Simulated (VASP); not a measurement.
**LiCl: single point with PBE**

Crystal: LiCl.

```
Li Cl
1.0
     6.80465    0.00000    0.00000
     0.00000    6.80465    0.00000
     0.00000    0.00000    6.80465
Li Cl
6 6
Direct
  0.75000 0.50000 0.00000
  0.50000 0.00000 0.75000
  0.00000 0.75000 0.50000
  0.00000 0.25000 0.50000
  0.25000 0.50000 0.00000
  0.50000 0.00000 0.25000
  0.50000 0.75000 0.00000
  0.75000 0.00000 0.50000
  0.00000 0.50000 0.75000
  0.25000 0.00000 0.50000
  0.00000 0.50000 0.25000
  0.50000 0.25000 0.00000
```

The cell was generated, and may not be a known phase.

```yaml
Program: VASP 6.6.1
Task: single point
Functional: PBE
Potentials_or_basis: VASP PAW PBE potentials, release 64 (Li_sv, Cl)
Cutoff: 520 eV
k_mesh: 4 × 4 × 4
Occupations: gaussian, width 0.1 eV
Spin: no spin polarisation
Dipole_correction: no
Further_INCAR_settings: ALGO = Normal; EDIFF = 1e-07; NBANDS = 42
```

| Property | Result |
| --- | --- |
| Band gap on the k mesh | 5.35 eV |

Levels at points of the mesh, in eV from the valence-band top:
| k point | band 26 | band 27 | band 28 | band 29 | band 30 | band 31 | band 32 | band 33 | band 34 | band 35 |
| --- | --- | --- | --- | --- | --- | --- | --- | --- | --- | --- |
| (0.00, 0.00, 0.00) | -0.68 | -0.68 | 0.00 | 0.00 | 0.00 | 5.35 | 7.38 | 7.88 | 7.88 | 7.88 |
| (0.50, 0.00, 0.00) | -0.73 | -0.57 | -0.57 | -0.01 | -0.01 | 6.34 | 6.34 | 7.84 | 7.84 | 7.91 |
| (0.50, 0.50, 0.00) | -0.73 | -0.58 | -0.58 | -0.53 | -0.02 | 6.74 | 6.97 | 6.97 | 7.69 | 7.81 |
| (0.50, 0.50, 0.50) | -0.88 | -0.72 | -0.72 | -0.72 | -0.72 | 7.68 | 7.68 | 7.81 | 7.81 | 7.81 |

Run time: 2 min on 1 thread of Oxide Virtual Turin-like Processor (shared host), peak memory 0.41 GiB.

 A k mesh can miss the band edges.
